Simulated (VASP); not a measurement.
# GeW (P-6m2) in VASP: a series of runs

GeW is run at these levels: PBE; tasks: single point, relaxation of cell and atoms.

All numbers are computed with VASP 6.6.1; they aren't measurements. Logs are shortened: lines on timing, memory, paths and dates and some standing lists are left out, and cuts for length are marked.

### 1 The cell of the first run

The structure is hexagonal, space group P-6m2 (No. 187). The conventional cell has a = 3.189 Å, b = 3.189 Å, c = 3.649 Å, α = 90.00°, β = 90.00°, γ = 120.00°. Ge (site symmetry -6m2) has 6 W at 2.59 Å and 6 Ge at 3.19 Å within 3.4 Å. W (site symmetry -6m2) has 6 Ge at 2.59 Å and 6 W at 3.19 Å within 3.4 Å.

### 2 Single point, PBE

The input, INCAR:

```
SYSTEM = GeW
PREC = Accurate
ENCUT = 520
EDIFF = 1E-6
ISMEAR = 0
SIGMA = 0.1
LREAL = .False.
LASPH = .True.
NELM = 100
ALGO = Normal
ISIF = 2
LWAVE = .False.
LCHARG = .False.
GGA = PE
NBANDS = 21
```

The input, KPOINTS:

```
Automatic mesh
0
Gamma
  6 6 6
  0 0 0
```

The input, POSCAR:

```
GeW
1.0
    3.1888333842      0.0000000000      0.0000000000
   -1.5944166921      2.7616107192      0.0000000000
    0.0000000000      0.0000000000      3.6494861164
Ge W
1 1
Direct
    0.0000000000      0.0000000000      0.0000000000
    0.6666666667      0.3333333333      0.5000000000
```

Potentials or basis: VASP PAW PBE potentials, release 64 (Ge_d, W_sv).

Launch:

```
> cat potpaw_PBE.64/Ge_d/POTCAR potpaw_PBE.64/W_sv/POTCAR > POTCAR
> mpirun -np 1 vasp_std > vasp.out
```

OUTCAR:

```text
SYSTEM = GeW
   PREC = Accurate
   ENCUT = 520
   EDIFF = 1E-6
   ISMEAR = 0
   LREAL = .False.
   LASPH = .True.
   NELM = 100
   ISIF = 2
   GGA = PE

 ion  position               nearest neighbor table
   1  0.000  0.000  0.000-   2 2.59   2 2.59   2 2.59   2 2.59   2 2.59   2 2.59
   2  0.667  0.333  0.500-   1 2.59   1 2.59   1 2.59   1 2.59   1 2.59   1 2.59

  LATTYP: Found a hexagonal cell.
 ALAT       =     3.1888333842
 C/A-ratio  =     1.1444580750

  Lattice vectors:

 A1 = (   3.1888333842,   0.0000000000,   0.0000000000)
 A2 = (  -1.5944166921,   2.7616107192,   0.0000000000)
 A3 = (   0.0000000000,   0.0000000000,   3.6494861164)

Analysis of symmetry for initial positions (statically):
=====================================================================
 Subroutine PRICEL returns:
 Original cell was already a primitive cell.

 Routine SETGRP: Setting up the symmetry group for a
 hexagonal supercell.

 Subroutine GETGRP returns: Found 12 space group operations
 (whereof 12 operations were pure point group operations)
 out of a pool of 24 trial point group operations.

The static configuration has the point symmetry D_3h.

Analysis of symmetry for dynamics (positions and initial velocities):
=====================================================================
 Subroutine PRICEL returns:
 Original cell was already a primitive cell.

 Routine SETGRP: Setting up the symmetry group for a
 hexagonal supercell.

 Subroutine GETGRP returns: Found 12 space group operations
 (whereof 12 operations were pure point group operations)
 out of a pool of 24 trial point group operations.

The dynamic configuration has the point symmetry D_3h.

 Subroutine INISYM returns: Found 12 space group operations
 (whereof 12 operations are pure point group operations),
 and found     1 'primitive' translations

----------------------------------------------------------------------------------------

                                     Primitive cell

  volume of cell :      32.1385

  direct lattice vectors                    reciprocal lattice vectors
     3.188833384  0.000000000  0.000000000     0.313594308  0.181053758  0.000000000
    -1.594416692  2.761610719  0.000000000     0.000000000  0.362107517  0.000000000
     0.000000000  0.000000000  3.649486116     0.000000000  0.000000000  0.274011181

  length of vectors
     3.188833384  3.188833384  3.649486116     0.362107517  0.362107517  0.274011181

  position of ions in fractional coordinates (direct lattice)
     0.000000000  0.000000000  0.000000000
[... 77 lines left out ...]
   NELM   =    100;   NELMIN=  2; NELMDL= -5     # of ELM steps
   EDIFF  = 0.1E-05   stopping-criterion for ELM
   LREAL  =      F    real-space projection
   EDIFFG = 0.1E-04   stopping-criterion for IOM
   NSW    =      0    number of steps for IOM
   IBRION =     -1    ionic relax: 0-MD 1-quasi-New 2-CG
   NFREE  =      0    steps in history (QN), initial steepest desc. (CG)
   ISIF   =      2    stress and relaxation
   ISYM   =      2    0-nonsym 1-usesym 2-fastsym
   POTIM  = 0.5000    time-step for ionic-motion
   TEBEG  =    0.0;   TEEND  =   0.0 temperature during run
   PSTRESS=    0.0 pullay stress
   NELECT =      28.0000    total number of electrons
   NUPDOWN=      -1.0000    fix difference up-down
   EMIN   =  10.00;   EMAX   =-10.00  energy-range for DOS
   EFERMI =   0.00;   METHOD = LEGACY
   ISMEAR =     0;   SIGMA  =   0.10  broadening in eV -4-tet -1-fermi 0-gaus
   EFERMI_NEDOS =   21; number of points for ismear=-14 and -15
   IALGO  =     38    algorithm
   IMIX   =      4    mixing-type and parameters
     AMIX     =   0.40;   BMIX     =  1.00
     AMIX_MAG =   1.60;   BMIX_MAG =  1.00
  volume/ion in A,a.u.               =      16.07       108.44
  Fermi-wavevector in a.u.,A,eV,Ry     =   1.563575  2.954729 33.263090  2.444768
  Thomas-Fermi vector in A             =   2.666326
   LORBIT       =      0    0 simple, 1 ext, 2 COOP (PROOUT), +10 PAW based schemes
   GGA     = PE    functional components
   LHFCALC =     F    Hartree Fock is set to
   AEXX    =    0.0000 exact exchange contribution
   IVDW    =     0    specifies the selected vdW correction
   LEPSILON=     F    determine dielectric tensor
   LRPA    =     F    only Hartree local field effects (RPA)
 non-spin polarized calculation
 Gauss-broadening in eV      SIGMA  =   0.10
  energy-cutoff  :      520.00
  volume of cell :       32.14
 maximum number of plane-waves:       888
 NGX is ok and might be reduce to    24
   NGX = 11   NGY = 11   NGZ = 13

 number of electron      28.0000020 magnetization

 Free energy of the ion-electron system (eV)
  ---------------------------------------------------
  ext. energy  EPLUGINS =         0.00000000
  ---------------------------------------------------
  free energy    TOTEN  =       -17.02546672 eV

  energy without entropy =      -17.02104526  energy(sigma->0) =      -17.02325599

 E-fermi :   9.5379     XC(G=0): -12.8121

 val. band max:        9.4947928546   @ k =   0.1667  -0.0000   0.5000
 cond. band min:       9.5794055884   @ k =   0.1667  -0.0000   0.3333
 fundamental gap:      0.0846127338
 Fermi energy:         9.5378541902

 k-point     1 :       0.0000    0.0000    0.0000
  band No.  band energies     occupation
      1     -64.4984      2.00000
      2     -28.8043      2.00000
      3     -28.5429      2.00000
      4     -28.5429      2.00000
      5     -14.7318      2.00000
      6     -14.7318      2.00000
[... 565 lines left out ...]
     20      18.0481      0.00000
     21      21.4744      0.00000

 [... further k-points ...]

------------------------ aborting loop because EDIFF is reached ----------------------------------------

  FORCE on cell =-STRESS in cart. coord.  units (eV):
  Direction    XX          YY          ZZ          XY          YZ          ZX
  --------------------------------------------------------------------------------------
  -------------------------------------------------------------------------------------
  Total        0.0784892      0.0784892      0.0720709      0.0000000      0.0000000      0.0000000
  in kB        3.9128628      3.9128628      3.5928965      0.0000000      0.0000000      0.0000000
  external PRESSURE =       3.8062074 kB  Pullay stress =       0.0000000 kB

 VOLUME and BASIS-vectors are now :
 -----------------------------------------------------------------------------
  energy-cutoff  :      520.00
  volume of cell :       32.14
      direct lattice vectors                 reciprocal lattice vectors
     3.188833384  0.000000000  0.000000000     0.313594308  0.181053758  0.000000000
    -1.594416692  2.761610719  0.000000000     0.000000000  0.362107517  0.000000000
     0.000000000  0.000000000  3.649486116     0.000000000  0.000000000  0.274011181

 POSITION                                       TOTAL-FORCE (eV/Angst)
 -----------------------------------------------------------------------------------
      0.00000      0.00000      0.00000        -0.000000      0.000000      0.000000
      1.59442      0.92054      1.82474         0.000000      0.000000      0.000000
 -----------------------------------------------------------------------------------
    total drift:                               -0.000001      0.000000      0.000000

  FREE ENERGIE OF THE ION-ELECTRON SYSTEM (eV)
  ---------------------------------------------------
  free  energy   TOTEN  =       -17.0254667167 eV

  energy  without entropy=      -17.0210452559  energy(sigma->0) =      -17.02325599
```

OSZICAR:

```text
N       E                     dE             d eps       ncg     rms          rms(c)
DAV:   1     0.239421328073E+03    0.23942E+03   -0.15387E+04  1409   0.325E+03
DAV:   2     0.137868188095E+01   -0.23804E+03   -0.23076E+03  1191   0.631E+02
DAV:   3    -0.175403136158E+02   -0.18919E+02   -0.18614E+02  1326   0.122E+02
DAV:   4    -0.179191514033E+02   -0.37884E+00   -0.37837E+00  1281   0.180E+01
DAV:   5    -0.179244111540E+02   -0.52598E-02   -0.52597E-02  1383   0.242E+00    0.190E+01
DAV:   6    -0.170991008541E+02    0.82531E+00   -0.21170E+00  1390   0.112E+01    0.558E+00
DAV:   7    -0.170403601857E+02    0.58741E-01   -0.10082E-01  1492   0.432E+00    0.237E+00
DAV:   8    -0.170260732070E+02    0.14287E-01   -0.22795E-02  1612   0.172E+00    0.228E-01
DAV:   9    -0.170254990332E+02    0.57417E-03   -0.28827E-03  1387   0.896E-01    0.713E-02
DAV:  10    -0.170254698023E+02    0.29231E-04   -0.16967E-04  1612   0.169E-01    0.402E-02
DAV:  11    -0.170254665899E+02    0.32123E-05   -0.29299E-05  1548   0.782E-02    0.910E-03
DAV:  12    -0.170254667167E+02   -0.12674E-06   -0.14610E-06   944   0.174E-02
   1 F= -.17025467E+02 E0= -.17023256E+02  d E =-.442146E-02
```

Run time: 6.1 s. Hardware: 1 thread of Intel Xeon 6975P-C (Granite Rapids), shared host; peak memory 0.15 GiB.

Results:

```yaml
Free_energy: -17.0255 eV
Pressure: 0.4 GPa
Band_gap_on_the_k_mesh: zero (band 14 reaches 10.13 eV, above the bottom of band 15 at 9.28 eV)
```

Caveat: the k points lie up to 0.38 Å⁻¹ apart; spin-orbit coupling is left out, which moves the levels of the heavy elements.

### 3 Relaxation of cell and atoms, PBE

This run uses another cell than the first one, of 15.24 Å³/atom, 0.949 times its volume.

The input, INCAR:

```
SYSTEM = GeW
ALGO = Normal
EDIFF = 1E-6
EDIFFG = -0.04
ENCUT = 600
GGA = PE
IBRION = 2
ISIF = 3
ISMEAR = 0
LASPH = .True.
LCHARG = .False.
LREAL = .False.
LWAVE = .False.
NELM = 60
NSW = 90
PREC = Accurate
SIGMA = 0.1
```

The input, KPOINTS:

```
k-points
0
Gamma
  6 6 6
  0 0 0
```

The input, POSCAR:

```
GeW
1.0
    3.3048525332      0.0000000000      0.0000000000
   -1.6524262666      2.8620862495      0.0000000000
    0.0000000000      0.0000000000      3.2233832745
Ge W
1 1
Direct
    0.0000000000      0.0000000000      0.0000000000
    0.6666666667      0.3333333333      0.5000000000
```

Potentials or basis: VASP PAW PBE potentials, release 64 (Ge_d, W_sv).

Launch:

```
> cat potpaw_PBE.64/Ge_d/POTCAR potpaw_PBE.64/W_sv/POTCAR > POTCAR
> mpirun -np 1 vasp_std > vasp.out
```

OUTCAR:

```text
SYSTEM = GeW
   EDIFF = 1E-6
   EDIFFG = -0.04
   ENCUT = 600
   GGA = PE
   IBRION = 2
   ISIF = 3
   ISMEAR = 0
   LASPH = .True.
   LREAL = .False.
   NELM = 60
   NSW = 90
   PREC = Accurate

 ion  position               nearest neighbor table
   1  0.000  0.000  0.000-   2 2.50   2 2.50   2 2.50   2 2.50   2 2.50   2 2.50
   2  0.667  0.333  0.500-   1 2.50   1 2.50   1 2.50   1 2.50   1 2.50   1 2.50

  LATTYP: Found a hexagonal cell.
 ALAT       =     3.3048525332
 C/A-ratio  =     0.9753485949

  Lattice vectors:

 A1 = (   3.3048525332,   0.0000000000,   0.0000000000)
 A2 = (  -1.6524262666,   2.8620862495,   0.0000000000)
 A3 = (   0.0000000000,   0.0000000000,   3.2233832745)

Analysis of symmetry for initial positions (statically):
=====================================================================
 Subroutine PRICEL returns:
[... 470 lines left out ...]

 E-fermi :   9.5211     XC(G=0): -12.8053

 val. band max:        9.4783515766   @ k =   0.1667   0.0000   0.5000
 cond. band min:       9.5625278826   @ k =   0.1667   0.0000   0.3333
 fundamental gap:      0.0841763061
 Fermi energy:         9.5210920845

 k-point     1 :       0.0000    0.0000    0.0000
  band No.  band energies     occupation
      1     -64.5168      2.00000
      2     -28.8213      2.00000
      3     -28.5616      2.00000
      4     -28.5616      2.00000
      5     -14.7456      2.00000
      6     -14.7456      2.00000
[... 481 lines left out ...]
      5     -14.7543      2.00000
      6     -14.7281      2.00000
[... 10 lines left out ...]
     17      14.0716      0.00000
     18      17.2192      0.00000

 [... further k-points ...]

------------------------ aborting loop because EDIFF is reached ----------------------------------------

  FORCE on cell =-STRESS in cart. coord.  units (eV):
  Direction    XX          YY          ZZ          XY          YZ          ZX
  --------------------------------------------------------------------------------------
  -------------------------------------------------------------------------------------
  Total        0.0290179      0.0290179      0.0025935      0.0000000     -0.0000000     -0.0000000
  in kB        1.4448735      1.4448735      0.1291391      0.0000000     -0.0000000     -0.0000000
  external PRESSURE =       1.0062954 kB  Pullay stress =       0.0000000 kB
[... 17 lines left out ...]
  FREE ENERGIE OF THE ION-ELECTRON SYSTEM (eV)
  ---------------------------------------------------
  free  energy   TOTEN  =       -17.0250298886 eV

  energy  without entropy=      -17.0205868707  energy(sigma->0) =      -17.02280838

 reached required accuracy - stopping structural energy minimisation
```

CONTCAR:

```text
GeW
   1.00000000000000
     3.1904625407576273    0.0000000000000000    0.0000000000000000
    -1.5952312703788136    2.7630216101075940   -0.0000000000000000
     0.0000000000000000   -0.0000000000000000    3.6501299154582396
  Ge              W
     1     1
Direct
     0.0000000000000000    0.0000000000000000    0.0000000000000000
     0.6666666667000030    0.3333333332999970    0.5000000000000000

  0.00000000E+00  0.00000000E+00  0.00000000E+00
  0.00000000E+00  0.00000000E+00  0.00000000E+00
```

Wall time 54 s (1 thread of Intel Xeon 6975P-C (Granite Rapids), shared host); peak memory 0.17 GiB.

Results:

| Quantity | Value |
| --- | --- |
| Free energy | -17.0250 eV |
| Relaxed volume | 16.09 Å³/atom |
| Relaxed cell | a = 3.190 Å, b = 3.190 Å, c = 3.650 Å, α = 90.00°, β = 90.00°, γ = 120.00° |
| Space group after relaxing (to 0.05 Å) | P-6m2 (No. 187) |
| Energy gained by relaxing | 143.2 meV/atom |
| Ionic steps | 9 |
| Pressure after relaxing | 0.1 GPa |
| Band gap on the k mesh | zero (band 14 reaches 10.11 eV, above the bottom of band 15 at 9.26 eV) |

Stress tensor (GPa, compression positive):
```
0.14 0.00 0.00
0.00 0.14 0.00
0.00 0.00 0.01
```

The path:
| step | energy change (eV) | largest force (eV/Å) | pressure (GPa) | volume (Å³) |
| --- | --- | --- | --- | --- |
| 1 | 0.0000 | 0.0000 | 20.21 | 30.49 |
| 2 | 0.4121 | 0.0000 | -25.32 | 39.68 |
| 3 | -0.2037 | 0.0000 | -3.28 | 33.52 |
| 4 | -0.2046 | 0.0000 | -2.27 | 33.34 |
| 5 | -0.2046 | 0.0000 | -1.98 | 33.28 |
| 6 | -0.2492 | 0.0000 | -0.52 | 32.77 |
| 7 | -0.2808 | 0.0000 | 3.21 | 31.79 |
| 8 | -0.2563 | 0.0000 | -6.28 | 33.12 |
| 9 | -0.2864 | 0.0000 | 0.10 | 32.18 |

Final structure:
```xyz
2
Lattice="3.1905 0.0000 0.0000 -1.5952 2.7630 0.0000 0.0000 0.0000 3.6501" Properties=species:S:1:pos:R:3 pbc="T T T"
Ge    0.0000    0.0000    0.0000
W     1.5952    0.9210    1.8251
```

Levels at points of the mesh, in eV from the Fermi level:
```
           k point  band 10  band 11  band 12  band 13  band 14  band 15  band 16  band 17  band 18
(0.00, 0.00, 0.00)   -12.57    -3.67    -1.43    -1.43    -0.45     1.11     1.11     7.10     7.10
(0.50, 0.00, 0.00)    -8.81    -6.15    -3.44    -2.86     0.45     1.81     3.09     3.91     5.71
(0.00, 0.00, 0.50)   -10.19    -7.72    -0.68    -0.68    -0.26    -0.26     0.16     6.50     6.50
(0.50, 0.00, 0.50)    -8.71    -4.88    -4.21    -2.11    -0.83     1.20     2.84     4.78     4.99
```

Caveat: the k points lie up to 0.38 Å⁻¹ apart in the final cell; spin-orbit coupling is left out, which moves the levels of the heavy elements.

### 4 Single point, PBE

This run uses another cell than the first one, of 16.12 Å³/atom, 1.003 times its volume.

The input, INCAR:

```
PREC = Accurate ; ENCUT = 520
EDIFF = 1E-7 ; ISMEAR = 0
SIGMA = 0.1 ; LREAL = False
LASPH = True ; NELM = 60
ALGO = Normal ; ISIF = 2
LWAVE = False ; LCHARG = True
GGA = PE ; LELF = True
LVHAR = True ; NBANDS = 21
```

The input, KPOINTS:

```
regular mesh
0
Gamma
  18 18 16
```

The input, POSCAR:

```
GeW
1.0
    3.2119522961      0.0000000000      0.0000000000
   -1.6059761480      2.7816322841      0.0000000000
    0.0000000000      0.0000000000      3.6088580556
Ge W
1 1
Direct
    0.0000000000      0.0000000000      0.0000000000
    0.6666666667      0.3333333333      0.5000000000
```

Launch:

```
> cat potpaw_PBE.64/Ge_d/POTCAR potpaw_PBE.64/W_sv/POTCAR > POTCAR
> mpirun -np 1 vasp_std > vasp.out
```

Run time: 58 s. Hardware: 1 thread of Intel Xeon 6975P-C (Granite Rapids), shared host; peak memory 0.32 GiB.

Results (log left out):

```
Free energy            : -17.0242 eV
Pressure               : 0.3 GPa
Band gap on the k mesh : zero (band 14 reaches 9.99 eV, above the bottom of band 15 at 8.99 eV)
```

Levels at points of the mesh, in eV from the Fermi level:
```tsv
k point	band 12	band 13	band 14	band 15	band 16	band 17
(0.00, 0.00, 0.00)	-1.48	-1.48	-0.20	1.10	1.10	7.05
(0.50, 0.00, 0.00)	-3.31	-2.81	0.47	1.70	3.02	3.80
(0.00, 0.00, 0.50)	-0.68	-0.68	-0.36	-0.36	0.40	6.42
(0.50, 0.00, 0.50)	-4.11	-2.19	-0.78	1.38	2.76	4.85
```

Caveat: spin-orbit coupling is left out, which moves the levels of the heavy elements.

### 5 Summary

| task | cell | k mesh | cutoff (eV) | gap on the mesh (eV) | pressure (GPa) |
| --- | --- | --- | --- | --- | --- |
| single point | a = 3.189, b = 3.189, c = 3.649 Å, angles 90.0, 90.0, 120.0°, 2 atoms | 6 × 6 × 6 | 520 | none | 0.4 |
| relaxation of cell and atoms | relaxed from a = 3.305, b = 3.305, c = 3.223 Å, angles 90.0, 90.0, 120.0°, 2 atoms | 6 × 6 × 6 | 600 | none | 0.1 |
| single point | a = 3.212, b = 3.212, c = 3.609 Å, angles 90.0, 90.0, 120.0°, 2 atoms | 18 × 18 × 16 | 520 | none | 0.3 |

Alike in all rows: level PBE; potentials or basis VASP PAW PBE potentials, release 64 (Ge_d, W_sv); no spin polarisation; smearing gaussian 0.1 eV.

Caveats: some runs use coarse meshes; spin-orbit coupling is left out, which moves the levels of the heavy elements.

Absolute energies hang on the potentials; compare differences alone.
